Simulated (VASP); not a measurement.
The system is Te.

```
Te
1.0
    -2.95779    3.87597    1.53515
     2.95779   -3.87597    1.53515
     2.95779    3.87597   -1.53515
Te
2
Direct
  0.00093 0.75093 0.25000
  0.99907 0.24907 0.75000
```

Base run:

- Program: VASP 6.6.1
- Functional: PBEsol
- Potentials or basis: VASP PAW PBE potentials, release 64 (Te)
- Cutoff: 520 eV
- k mesh: 10 × 10 × 10
- Occupations: gaussian, width 0.1 eV
- Spin: no spin polarisation

Its results: band gap on the k mesh zero (band 6 reaches 7.92 eV, above the bottom of band 7 at 4.19 eV); pressure -1.6 GPa.

Task: The run is repeated on the same cell with these changes: functional from PBEsol to PBE; occupations from gaussian, width 0.1 eV to gaussian, width 0.02 eV. What comes out?

Result: Band gap on the k mesh zero (band 6 reaches 8.05 eV, above the bottom of band 7 at 4.32 eV); pressure 0.6 GPa.

Caveats: spin-orbit coupling is left out, which moves the levels of the heavy elements; the PAW data sets were made with another functional, which shifts forces and pressure a little (some runs).
